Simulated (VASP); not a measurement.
# ZrS (Fm-3m) in VASP: a series of runs

The runs below take ZrS through single point, with PBEsol.

Program: VASP 6.6.1. These are calculated values, not measurements. Logs are shortened: lines on timing, memory, paths and dates and some standing lists are left out, and cuts for length are marked.

## 1. The cell of the first run

The structure is cubic, space group Fm-3m (No. 225). Conventional cell: a = 4.920 Å, b = 4.920 Å, c = 4.920 Å, α = 90.00°, β = 90.00°, γ = 90.00°. Zr (site symmetry m-3m) has 6 S at 2.46 Å within 3.2 Å. S (site symmetry m-3m) has 6 Zr at 2.46 Å within 3.2 Å.

## 2. Single point, PBEsol

The input, INCAR:

```
SYSTEM = ZrS
PREC = Accurate ; ENCUT = 520
EDIFF = 1E-6 ; ISMEAR = 0
SIGMA = 0.1 ; LREAL = .False.
LASPH = .True. ; NELM = 100
ALGO = Normal ; ISIF = 2
LWAVE = .False. ; LCHARG = .False.
GGA = PS ; NBANDS = 16
```

The input, KPOINTS:

```
regular mesh
0
Gamma
  14 14 14
  0 0 0
```

The input, POSCAR:

```
ZrS
1.0
    0.0000000000      2.4597823474      2.4597823474
    2.4597823474      0.0000000000      2.4597823474
    2.4597823474      2.4597823474      0.0000000000
Zr S
1 1
Direct
    0.0000000000      0.0000000000      0.0000000000
    0.5000000000      0.5000000000      0.5000000000
```

Potentials or basis: VASP PAW PBE potentials, release 64 (Zr_sv, S).

The run is started by

```console
cat potpaw_PBE.64/Zr_sv/POTCAR potpaw_PBE.64/S/POTCAR > POTCAR
mpirun -np 1 vasp_std > vasp.out
```

OUTCAR:

```text
SYSTEM = ZrS
   PREC = Accurate
   ENCUT = 520
   EDIFF = 1E-6
   ISMEAR = 0
   LREAL = .False.
   LASPH = .True.
   NELM = 100
   ISIF = 2
   GGA = PS

 ion  position               nearest neighbor table
   1  0.000  0.000  0.000-   2 2.46   2 2.46   2 2.46   2 2.46   2 2.46   2 2.46
   2  0.500  0.500  0.500-   1 2.46   1 2.46   1 2.46   1 2.46   1 2.46   1 2.46

  LATTYP: Found a face centered cubic cell.
 ALAT       =     4.9195646948

  Lattice vectors:

 A1 = (   0.0000000000,   2.4597823474,   2.4597823474)
 A2 = (   2.4597823474,   0.0000000000,   2.4597823474)
 A3 = (   2.4597823474,   2.4597823474,   0.0000000000)

Analysis of symmetry for initial positions (statically):
=====================================================================
 Subroutine PRICEL returns:
 Original cell was already a primitive cell.

 Routine SETGRP: Setting up the symmetry group for a
 face centered cubic supercell.

 Subroutine GETGRP returns: Found 48 space group operations
 (whereof 48 operations were pure point group operations)
 out of a pool of 48 trial point group operations.

The static configuration has the point symmetry O_h .

Analysis of symmetry for dynamics (positions and initial velocities):
=====================================================================
 Subroutine PRICEL returns:
 Original cell was already a primitive cell.

 Routine SETGRP: Setting up the symmetry group for a
 face centered cubic supercell.

 Subroutine GETGRP returns: Found 48 space group operations
 (whereof 48 operations were pure point group operations)
 out of a pool of 48 trial point group operations.

The dynamic configuration has the point symmetry O_h .

 Subroutine INISYM returns: Found 48 space group operations
 (whereof 48 operations are pure point group operations),
 and found     1 'primitive' translations

----------------------------------------------------------------------------------------

                                     Primitive cell

  volume of cell :      29.7660

  direct lattice vectors                    reciprocal lattice vectors
     0.000000000  2.459782347  2.459782347    -0.203270017  0.203270017  0.203270017
     2.459782347  0.000000000  2.459782347     0.203270017 -0.203270017  0.203270017
     2.459782347  2.459782347  0.000000000     0.203270017  0.203270017 -0.203270017

  length of vectors
     3.478657556  3.478657556  3.478657556     0.352073997  0.352073997  0.352073997

  position of ions in fractional coordinates (direct lattice)
     0.000000000  0.000000000  0.000000000
     0.500000000  0.500000000  0.500000000

  ion indices of the primitive-cell ions
   primitive index   ion index
                 1           1
                 2           2

[... 76 lines left out ...]
   NFREE  =      0    steps in history (QN), initial steepest desc. (CG)
   ISIF   =      2    stress and relaxation
   ISYM   =      2    0-nonsym 1-usesym 2-fastsym
   POTIM  = 0.5000    time-step for ionic-motion
   TEBEG  =    0.0;   TEEND  =   0.0 temperature during run
   PSTRESS=    0.0 pullay stress
   NELECT =      18.0000    total number of electrons
   NUPDOWN=      -1.0000    fix difference up-down
   EMIN   =  10.00;   EMAX   =-10.00  energy-range for DOS
   EFERMI =   0.00;   METHOD = LEGACY
   ISMEAR =     0;   SIGMA  =   0.10  broadening in eV -4-tet -1-fermi 0-gaus
   EFERMI_NEDOS =   21; number of points for ismear=-14 and -15
   IALGO  =     38    algorithm
   IMIX   =      4    mixing-type and parameters
     AMIX     =   0.40;   BMIX     =  1.00
     AMIX_MAG =   1.60;   BMIX_MAG =  1.00
  volume/ion in A,a.u.               =      14.88       100.44
  Fermi-wavevector in a.u.,A,eV,Ry     =   1.384392  2.616121 26.076115  1.916540
  Thomas-Fermi vector in A             =   2.508900
   LORBIT       =      0    0 simple, 1 ext, 2 COOP (PROOUT), +10 PAW based schemes
   GGA     = PS    functional components
   LHFCALC =     F    Hartree Fock is set to
   AEXX    =    0.0000 exact exchange contribution
   IVDW    =     0    specifies the selected vdW correction
   LEPSILON=     F    determine dielectric tensor
   LRPA    =     F    only Hartree local field effects (RPA)
 non-spin polarized calculation
 Gauss-broadening in eV      SIGMA  =   0.10
  energy-cutoff  :      520.00
  volume of cell :       29.77
 maximum number of plane-waves:       821
 NGX is ok and might be reduce to    28
   NGX = 13   NGY = 13   NGZ = 13

 number of electron      17.9999999 magnetization

 Free energy of the ion-electron system (eV)
  ---------------------------------------------------
  ext. energy  EPLUGINS =         0.00000000
  ---------------------------------------------------
  free energy    TOTEN  =       -16.11566449 eV

  energy without entropy =      -16.10978767  energy(sigma->0) =      -16.11272608

 E-fermi :  13.1669     XC(G=0): -12.4213

 val. band max:       13.1484381225   @ k =   0.2857   0.2143   0.0714
 cond. band min:      13.1805273476   @ k =   0.2857   0.2143   0.0000
 fundamental gap:      0.0320892251
 Fermi energy:        13.1669031851

 k-point     1 :       0.0000    0.0000    0.0000
  band No.  band energies     occupation
      1     -36.2643      2.00000
      2     -14.2616      2.00000
      3     -14.2616      2.00000
      4     -14.2616      2.00000
      5      -3.5215      2.00000
      6       9.6922      2.00000
[... 433 lines left out ...]
      3     -14.3442      2.00000
      4     -14.3318      2.00000
      5      -2.4258      2.00000
      6       6.0023      2.00000
[... 8 lines left out ...]
     15      22.8909      0.00000
     16      23.2145      0.00000

 [... further k-points ...]

------------------------ aborting loop because EDIFF is reached ----------------------------------------

  FORCE on cell =-STRESS in cart. coord.  units (eV):
  Direction    XX          YY          ZZ          XY          YZ          ZX
  --------------------------------------------------------------------------------------
  -------------------------------------------------------------------------------------
  Total        5.6360458      5.6360458      5.6360458      0.0000000     -0.0000000      0.0000000
  in kB      303.3647089    303.3647089    303.3647089      0.0000000     -0.0000000      0.0000000
  external PRESSURE =     303.3647089 kB  Pullay stress =       0.0000000 kB

 VOLUME and BASIS-vectors are now :
 -----------------------------------------------------------------------------
  energy-cutoff  :      520.00
  volume of cell :       29.77
      direct lattice vectors                 reciprocal lattice vectors
     0.000000000  2.459782347  2.459782347    -0.203270017  0.203270017  0.203270017
     2.459782347  0.000000000  2.459782347     0.203270017 -0.203270017  0.203270017
     2.459782347  2.459782347  0.000000000     0.203270017  0.203270017 -0.203270017

 POSITION                                       TOTAL-FORCE (eV/Angst)
 -----------------------------------------------------------------------------------
      0.00000      0.00000      0.00000        -0.000000     -0.000000      0.000000
      2.45978      2.45978      2.45978         0.000000      0.000000     -0.000000
 -----------------------------------------------------------------------------------
    total drift:                                0.000000      0.000000      0.000000

  FREE ENERGIE OF THE ION-ELECTRON SYSTEM (eV)
  ---------------------------------------------------
  free  energy   TOTEN  =       -16.1156644941 eV

  energy  without entropy=      -16.1097876724  energy(sigma->0) =      -16.11272608
```

stdout:

```text
POSCAR found type information on POSCAR ZrS
 POSCAR found :  2 types and       2 ions
 scaLAPACK will be used
 -----------------------------------------------------------------------------
|                                                                             |
|                                                                             |
|     You enforced a specific xc type in the INCAR file but a different       |
|     I HOPE YOU KNOW WHAT YOU ARE DOING!                                     |
|                                                                             |
 -----------------------------------------------------------------------------

 LDA part: xc-table for (Slater+PW92), standard interpolation
 POSCAR, INCAR and KPOINTS ok, starting setup
 FFT: planning ... GRIDC
 FFT: planning ... GRID_SOFT
 FFT: planning ... GRID
 WAVECAR not read
 entering main loop
```

It took 21 s on 1 thread of Intel Xeon 6975P-C (Granite Rapids), shared host; peak memory 0.18 GiB.

What came out:

```yaml
Free_energy: -16.1157 eV
Pressure: 30.3 GPa
Band_gap_on_the_k_mesh: zero (bands 9 and 10 overlap by 3.82 eV)
```

Caveat: the cell stands under pressure; the PAW data sets were made with another functional, which shifts forces and pressure a little.

(Part 1 of 2 ends here.)
